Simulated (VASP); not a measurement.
# Au (Fm-3m) in VASP: further runs, part 2 of 2

VASP 6.6.1.

## Step 3: Relaxation of cell and atoms, LDA

This run uses another cell than the first one, of 16.85 Å³/atom, 1.017 times its volume.

Input file INCAR:

```
  PREC = Accurate
  ENCUT = 600
  EDIFF = 1E-7
  ISMEAR = 0
  SIGMA = 0.05
  LREAL = F
  LASPH = T
  NELM = 60
  ALGO = Normal
  ISIF = 3
  LWAVE = F
  LCHARG = F
  GGA = CA
  IBRION = 2
  NSW = 80
  EDIFFG = -0.001
```

Input file KPOINTS:

```
regular mesh
0
Gamma
  24 24 24
```

Input file POSCAR:

```
Au
1.0
    0.0000000000      2.0350000000      2.0350000000
    2.0350000000      0.0000000000      2.0350000000
    2.0350000000      2.0350000000      0.0000000000
Au
1
Direct
    0.0000000000      0.0000000000      0.0000000000
```

Potentials or basis: VASP PAW LDA potentials, release 64 (Au).

On the command line:

```console
cat potpaw_LDA.64/Au/POTCAR > POTCAR
mpirun -np 1 vasp_std > vasp.out
```

OUTCAR:

```text
PREC = Accurate
   ENCUT = 600
   EDIFF = 1E-7
   ISMEAR = 0
   LREAL = F
   LASPH = T
   NELM = 60
   ISIF = 3
   GGA = CA
   IBRION = 2
   NSW = 80
   EDIFFG = -0.001

 ion  position               nearest neighbor table
   1  0.000  0.000  0.000-

  LATTYP: Found a face centered cubic cell.
 ALAT       =     4.0700000000

  Lattice vectors:

 A1 = (   0.0000000000,   2.0350000000,   2.0350000000)
 A2 = (   2.0350000000,   0.0000000000,   2.0350000000)
 A3 = (   2.0350000000,   2.0350000000,   0.0000000000)

Analysis of symmetry for initial positions (statically):
=====================================================================
 Subroutine PRICEL returns:
 Original cell was already a primitive cell.

 Routine SETGRP: Setting up the symmetry group for a
 face centered cubic supercell.

 Subroutine GETGRP returns: Found 48 space group operations
 (whereof 48 operations were pure point group operations)
 out of a pool of 48 trial point group operations.

The static configuration has the point symmetry O_h .

Analysis of symmetry for dynamics (positions and initial velocities):
=====================================================================
 Subroutine PRICEL returns:
 Original cell was already a primitive cell.

 Routine SETGRP: Setting up the symmetry group for a
 face centered cubic supercell.

 Subroutine GETGRP returns: Found 48 space group operations
 (whereof 48 operations were pure point group operations)
 out of a pool of 48 trial point group operations.

The dynamic configuration has the point symmetry O_h .

 Subroutine INISYM returns: Found 48 space group operations
 (whereof 48 operations are pure point group operations),
 and found     1 'primitive' translations

----------------------------------------------------------------------------------------

                                     Primitive cell

  volume of cell :      16.8548

  direct lattice vectors                    reciprocal lattice vectors
     0.000000000  2.035000000  2.035000000    -0.245700246  0.245700246  0.245700246
     2.035000000  0.000000000  2.035000000     0.245700246 -0.245700246  0.245700246
     2.035000000  2.035000000  0.000000000     0.245700246  0.245700246 -0.245700246

  length of vectors
     2.877924599  2.877924599  2.877924599     0.425565309  0.425565309  0.425565309

  position of ions in fractional coordinates (direct lattice)
     0.000000000  0.000000000  0.000000000

  ion indices of the primitive-cell ions
   primitive index   ion index
                 1           1

----------------------------------------------------------------------------------------

 KPOINTS: regular mesh

Automatic generation of k-mesh.
 Grid dimensions read from file:
 generate k-points for:   24   24   24

 Generating k-lattice:

  Cartesian coordinates                     Fractional coordinates (reciprocal lattice)
    -0.010237510  0.010237510  0.010237510     0.041666667  0.000000000  0.000000000
     0.010237510 -0.010237510  0.010237510     0.000000000  0.041666667  0.000000000
     0.010237510  0.010237510 -0.010237510     0.000000000  0.000000000  0.041666667

  Length of vectors
     0.017731888  0.017731888  0.017731888

  Shift w.r.t. Gamma in fractional coordinates (k-lattice)
     0.000000000  0.000000000  0.000000000

 Subroutine IBZKPT returns following result:
 ===========================================

 Found    413 irreducible k-points:

 Following reciprocal coordinates:
            Coordinates               Weight
  0.000000  0.000000  0.000000      1.000000
  0.041667  0.000000  0.000000      8.000000
  0.083333  0.000000  0.000000      8.000000
  0.125000  0.000000  0.000000      8.000000
  0.166667  0.000000  0.000000      8.000000
  0.208333  0.000000  0.000000      8.000000
[... 16 lines left out ...]
  0.416667  0.041667  0.000000     24.000000
  0.458333  0.041667  0.000000     24.000000
 [... further k-points ...]
   k-points           NKPTS =    413   k-points in BZ     NKDIM =    413   number of bands    NBANDS=      9
   number of dos      NEDOS =    301   number of ions     NIONS =      1
   total plane-waves  NPLWV =  13824
   dimension x,y,z NGX =    24 NGY =   24 NGZ =   24
   dimension x,y,z NGXF=    48 NGYF=   48 NGZF=   48
   ions per type =               1
   NGX,Y,Z   is equivalent  to a cutoff of  13.86, 13.86, 13.86 a.u.
   NGXF,Y,Z  is equivalent  to a cutoff of  27.73, 27.73, 27.73 a.u.
 SYSTEM =  unknown system
   PREC   = accura    normal or accurate (medium, high low for compatibility)
   ISTART =      0    job   : 0-new  1-cont  2-samecut
   ICHARG =      2    charge: 1-file 2-atom 10-const
   ISPIN  =      1    spin polarized calculation?
   LNONCOLLINEAR =      F non collinear calculations
   LSORBIT =      F    spin-orbit coupling
   LASPH  =      T    aspherical Exc in radial PAW
   ENCUT  =  600.0 eV  44.10 Ry    6.64 a.u.   5.75  5.75  5.75*2*pi/ulx,y,z
   NELM   =     60;   NELMIN=  2; NELMDL= -5     # of ELM steps
   EDIFF  = 0.1E-06   stopping-criterion for ELM
   LREAL  =      F    real-space projection
   EDIFFG = -.1E-02   stopping-criterion for IOM
   NSW    =     80    number of steps for IOM
   IBRION =      2    ionic relax: 0-MD 1-quasi-New 2-CG
   NFREE  =      1    steps in history (QN), initial steepest desc. (CG)
   ISIF   =      3    stress and relaxation
   ISYM   =      2    0-nonsym 1-usesym 2-fastsym
   POTIM  = 0.5000    time-step for ionic-motion
   TEBEG  =    0.0;   TEEND  =   0.0 temperature during run
   PSTRESS=    0.0 pullay stress
   NELECT =      11.0000    total number of electrons
   NUPDOWN=      -1.0000    fix difference up-down
   EMIN   =  10.00;   EMAX   =-10.00  energy-range for DOS
   EFERMI =   0.00;   METHOD = LEGACY
   ISMEAR =     0;   SIGMA  =   0.05  broadening in eV -4-tet -1-fermi 0-gaus
   EFERMI_NEDOS =   21; number of points for ismear=-14 and -15
   IALGO  =     38    algorithm
   IMIX   =      4    mixing-type and parameters
     AMIX     =   0.40;   BMIX     =  1.00
     AMIX_MAG =   1.60;   BMIX_MAG =  1.00
  volume/ion in A,a.u.               =      16.85       113.74
  Fermi-wavevector in a.u.,A,eV,Ry     =   1.420032  2.683470 27.436005  2.016489
  Thomas-Fermi vector in A             =   2.540990
   LORBIT       =      0    0 simple, 1 ext, 2 COOP (PROOUT), +10 PAW based schemes
   GGA     = CA    functional components
   LHFCALC =     F    Hartree Fock is set to
   AEXX    =    0.0000 exact exchange contribution
   IVDW    =     0    specifies the selected vdW correction
   LEPSILON=     F    determine dielectric tensor
   LRPA    =     F    only Hartree local field effects (RPA)
 conjugate gradient relaxation of ions
 non-spin polarized calculation
 Gauss-broadening in eV      SIGMA  =   0.05
  energy-cutoff  :      600.00
  volume of cell :       16.85
 maximum number of plane-waves:       588
   NGX = 11   NGY = 11   NGZ = 11

--------------------------------------- Ionic step        1  -------------------------------------------

 number of electron      10.9999999 magnetization

 Free energy of the ion-electron system (eV)
  ---------------------------------------------------
  ext. energy  EPLUGINS =         0.00000000
  ---------------------------------------------------
  free energy    TOTEN  =        -4.44412281 eV

  energy without entropy =       -4.44371461  energy(sigma->0) =       -4.44391871

------------------------ aborting loop because EDIFF is reached ----------------------------------------

  FORCE on cell =-STRESS in cart. coord.  units (eV):
  Direction    XX          YY          ZZ          XY          YZ          ZX
  --------------------------------------------------------------------------------------
  -------------------------------------------------------------------------------------
  Total       -0.2628038     -0.2628038     -0.2628038     -0.0000000      0.0000000      0.0000000
  in kB      -24.9815268    -24.9815268    -24.9815268     -0.0000000      0.0000000      0.0000000
  external PRESSURE =     -24.9815268 kB  Pullay stress =       0.0000000 kB
[... 22 lines left out ...]
--------------------------------------- Ionic step        2  -------------------------------------------

 number of electron      11.0000000 magnetization

 E-fermi :  10.1230     XC(G=0): -13.2704

 val. band max:       10.1208698884   @ k =   0.4583   0.2917   0.0000
 cond. band min:      10.1250711269   @ k =   0.5000   0.2917   0.1250
 fundamental gap:      0.0042012385
 Fermi energy:        10.1229729135

 k-point     1 :       0.0000    0.0000    0.0000
  band No.  band energies     occupation
      1      -0.3053      2.00000
      2       5.1548      2.00000
      3       5.1548      2.00000
      4       5.1548      2.00000
      5       6.8322      2.00000
      6       6.8322      2.00000
      7      24.5467      0.00000
      8      28.7876      0.00000
      9      28.7876      0.00000
[... 415 lines left out ...]
--------------------------------------- Ionic step        6  -------------------------------------------

 number of electron      10.9999999 magnetization

 Free energy of the ion-electron system (eV)
  ---------------------------------------------------
  ext. energy  EPLUGINS =         0.00000000
  ---------------------------------------------------
  free energy    TOTEN  =        -4.44591459 eV

  energy without entropy =       -4.44547461  energy(sigma->0) =       -4.44569460

 E-fermi :   9.6817     XC(G=0): -13.1258

 val. band max:        9.6746412892   @ k =   0.4583   0.2917   0.0000
 cond. band min:       9.7105664136   @ k =   0.4583   0.4167   0.0000
 fundamental gap:      0.0359251244
 Fermi energy:         9.6817159881

 k-point     1 :       0.0000    0.0000    0.0000
  band No.  band energies     occupation
      1      -0.4710      2.00000
      2       4.8603      2.00000
      3       4.8603      2.00000
      4       4.8603      2.00000
      5       6.4669      2.00000
      6       6.4669      2.00000
      7      24.1554      0.00000
      8      28.2519      0.00000
      9      28.2519      0.00000
[... 304 lines left out ...]
  FREE ENERGIE OF THE ION-ELECTRON SYSTEM (eV)
  ---------------------------------------------------
  free  energy   TOTEN  =        -4.4459145873 eV

  energy  without entropy=       -4.4454746142  energy(sigma->0) =       -4.44569460

 reached required accuracy - stopping structural energy minimisation
```

OSZICAR:

```text
N       E                     dE             d eps       ncg     rms          rms(c)
DAV:   1     0.489516889611E+02    0.48952E+02   -0.63860E+03  7754   0.123E+03
DAV:   2    -0.427985330365E+01   -0.53232E+02   -0.50399E+02  7706   0.218E+02
DAV:   3    -0.477180455423E+01   -0.49195E+00   -0.49114E+00  8751   0.219E+01
[... 40 lines left out ...]
       N       E                     dE             d eps       ncg     rms          rms(c)
DAV:   1    -0.444591995749E+01   -0.57938E-05   -0.11200E-04  7559   0.120E-01    0.138E-02
DAV:   2    -0.444591480997E+01    0.51475E-05   -0.17431E-05  7485   0.411E-02    0.592E-03
DAV:   3    -0.444591459026E+01    0.21971E-06   -0.97755E-07  7255   0.927E-03    0.418E-03
DAV:   4    -0.444591458731E+01    0.29438E-08   -0.35779E-08  3881   0.162E-03
   6 F= -.44459146E+01 E0= -.44456946E+01  d E =-.296572E-06
```

CONTCAR:

```text
Au
   1.00000000000000
    -0.0000000000000000    2.0258471610547306    2.0258471610547306
     2.0258471610547306    0.0000000000000000    2.0258471610547306
     2.0258471610547306    2.0258471610547306   -0.0000000000000000
  Au
     1
Direct
     0.0000000000000000    0.0000000000000000    0.0000000000000000

  0.00000000E+00  0.00000000E+00  0.00000000E+00
```

Wall time 5.1 min (1 thread of AMD EPYC 7R13 (Zen 3), shared host); peak memory 0.17 GiB.

Results:

```yaml
Free_energy: -4.4459 eV
Relaxed_volume: 16.63 Å³/atom
Relaxed_cell: a = 2.865 Å, b = 2.865 Å, c = 2.865 Å, α = 60.00°, β = 60.00°, γ = 60.00°
Space_group_after_relaxing_to_0.05_Å: Fm-3m (No. 225)
Energy_gained_by_relaxing: 1.8 meV/atom
Ionic_steps: 6
Pressure_after_relaxing: 0.0 GPa
```

The path:
| step | energy change (eV) | largest force (eV/Å) | pressure (GPa) | volume (Å³) |
| --- | --- | --- | --- | --- |
| 1 | 0.0000 | 0.0000 | -2.50 | 16.85 |
| 2 | 0.0045 | 0.0000 | 5.10 | 16.22 |
| 3 | -0.0018 | 0.0000 | -0.02 | 16.63 |
| 4 | -0.0018 | 0.0000 | 0.03 | 16.63 |
| 5 | -0.0018 | 0.0000 | -0.03 | 16.63 |
| 6 | -0.0018 | 0.0000 | 0.00 | 16.63 |

Final structure:
```xyz
1
Lattice="0.0000 2.0258 2.0258 2.0258 0.0000 2.0258 2.0258 2.0258 0.0000" Properties=species:S:1:pos:R:3 pbc="T T T"
Au    0.0000    0.0000    0.0000
```

Levels at points of the mesh, in eV from the Fermi level:
```tsv
k point	band 4	band 5	band 6	band 7	band 8	band 9
(0.00, 0.00, 0.00)	-4.82	-3.21	-3.21	14.47	18.57	18.57
(0.50, 0.00, 0.00)	-1.96	-1.96	-1.10	3.21	13.93	17.23
(0.50, 0.50, 0.00)	-1.62	-1.62	0.92	5.97	10.01	10.01
```

Caveat: spin-orbit coupling is left out, which moves the levels of the heavy elements. LDA usually gives volumes a few per cent too small.
